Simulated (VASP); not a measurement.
A run of VASP 6.6.1:

File INCAR:

```
PREC = Accurate
ENCUT = 600
EDIFF = 1E-6
ISMEAR = -1
SIGMA = 0.1
LREAL = False
LASPH = True
NELM = 80
ALGO = Normal
ISIF = 3
LWAVE = False
LCHARG = False
GGA = PE
IBRION = 2
NSW = 60
EDIFFG = -0.005
PSTRESS = 44.0
```

Contents of KPOINTS:

```
regular mesh
0
Gamma
  7 7 10
```

POSCAR

```
Sn
1.0
    5.2248937858      0.0000000000      0.0000000000
   -2.6124468929      4.5248907506      0.0000000000
    0.0000000000      0.0000000000      3.2394341472
Sn
3
Direct
    0.0000000000      0.0000000000      0.0000000000
    0.3333333333      0.6666666667      0.5000000000
    0.6666666667      0.3333333333      0.5000000000
```

Potentials or basis: VASP PAW PBE potentials, release 64 (Sn_d).

Command:

```sh
$ cat potpaw_PBE.64/Sn_d/POTCAR > POTCAR
$ mpirun -np 1 vasp_std > vasp.out
```

Hardware: 1 thread of Intel Xeon 8259CL, with other jobs on the host.

Question: How long does it take, and how much memory?

Answer: Run time: 5.4 min on 1 thread of Intel Xeon 8259CL, with other jobs on the host, peak memory 0.27 GiB. Counts: scf iterations 51, k points 48, ion steps 9.
